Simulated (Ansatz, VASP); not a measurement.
## Pd: VASP beside Ansatz

File INCAR:

```
ALGO = Normal ; EDIFF = 1E-6
ENCUT = 520 ; GGA = PE
ISIF = 2 ; ISMEAR = -1
LASPH = T ; LCHARG = F
LREAL = F ; LWAVE = F
NBANDS = 17 ; NELM = 60
PREC = Accurate ; SIGMA = 0.08
```

Contents of KPOINTS:

```
k-points
0
Gamma
  12 12 12
```

POSCAR

```
Pd
1.0
    0.0000000000      2.6973208511      2.6973208511
    2.6973208511      0.0000000000      2.6973208511
    2.6973208511      2.6973208511      0.0000000000
Pd
2
Direct
   -0.1250000000     -0.1250000000     -0.1250000000
    0.1250000000      0.1250000000      0.1250000000
```

Input for Ansatz:

```yaml
crystal:
  lattice:
    - [0.0, 2.6973208511, 2.6973208511]
    - [2.6973208511, 0.0, 2.6973208511]
    - [2.6973208511, 2.6973208511, 0.0]
  atoms:
    - { symbol: Pd, position: [-0.125, -0.125, -0.125] }
    - { symbol: Pd, position: [0.125, 0.125, 0.125] }
kpoints:
  mp_grid: { grid: [12, 12, 12] }
scf:
  occupations: { method: fermi_dirac, width: 0.08 }
hamiltonian:
  xc: pbe
  pseudopotentials: { kind: all_electron, lapw: { basis_error: 0.001 } }
output:
  forces: true
  stress: true
  eigenvalues: true
  populations: true
```

Change from the starting cell: volume scaled by 0.8, LAPW.

Alike in both runs: task single point; functional PBE; k mesh 12 × 12 × 12; occupations fermi-dirac, width 0.08 eV; no spin polarisation.

```csv
,VASP,Ansatz
version,VASP 6.6.1,Ansatz 0.2.0
potentials or method,"VASP PAW PBE potentials, release 64 (Pd), cutoff 520 eV","all-electron LAPW, scalar-relativistic"
```

|  | VASP | Ansatz | Ansatz less VASP |
| --- | --- | --- | --- |
| pressure (GPa) | 25.6 | 26.9 | +1.32 |

Ansatz ran all-electron here, and VASP with PAW potentials.
